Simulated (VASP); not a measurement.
Input of a VASP 6.6.1 run:

Contents of POSCAR:

```
CoH
1.0
    0.0000000000      1.8429617100      1.8429617100
    1.8429617100      0.0000000000      1.8429617100
    1.8429617100      1.8429617100      0.0000000000
Co H
1 1
Direct
    0.0125000000      0.0125000000     -0.0125000000
    0.4875000000      0.4875000000      0.5125000000
```

INCAR.step1

```
SYSTEM = CoH
  ALGO = Normal
  EDIFF = 1E-4
  ENCUT = 520
  GGA = PE
  ISMEAR = -1
  ISPIN = 2
  LASPH = .TRUE.
  LCHARG = .FALSE.
  LMAXMIX = 4
  LREAL = .FALSE.
  LWAVE = .TRUE.
  MAGMOM = 2 0
  NBANDS = 16
  NELM = 150
  PREC = Accurate
  SIGMA = 0.05
```

The input INCAR.step2:

```
SYSTEM = CoH
  ALGO = Normal
  EDIFF = 1E-8
  ENCUT = 520
  ISIF = 2
  ISMEAR = -1
  ISPIN = 2
  ISTART = 1
  LASPH = .TRUE.
  LCHARG = .FALSE.
  LEFG = .TRUE.
  LMAXMIX = 4
  LMIXTAU = .TRUE.
  LORBIT = 11
  LREAL = .FALSE.
  LWAVE = .FALSE.
  MAGMOM = 2 0
  METAGGA = R2SCAN
  NBANDS = 16
  NELM = 150
  PREC = Accurate
  SIGMA = 0.05
```

KPOINTS

```
k-points
0
G
  13 13 13
  0 0 0
```

Potentials or basis: VASP PAW PBE potentials, release 64 (Co, H).

Command:

```console
$ cat potpaw_PBE.64/Co/POTCAR potpaw_PBE.64/H/POTCAR > POTCAR
$ cp INCAR.step1 INCAR
$ mpirun -np 1 vasp_std > vasp.out
$ cp INCAR.step2 INCAR
$ mpirun -np 1 vasp_std > vasp.out
```

Question: Predict the net moment.

Answer: 1.43 μB per cell.

Question: What does it give for the site moments?

Answer: Co +1.50; H -0.01 μB.

Electric field gradients, principal values (V/Å²):
| atom | least | middle | greatest (by size) |
| --- | --- | --- | --- |
| 1 Co | 1.166 | 1.173 | -2.339 |
| 2 H | -0.257 | -0.259 | 0.515 |

Caveat: the cell differs from its parent crystal (shortest bond scaled by 1.05); without QUAD_EFG the Cq values of the log hold for a quadrupole moment of 1 mb, not for the nuclei.
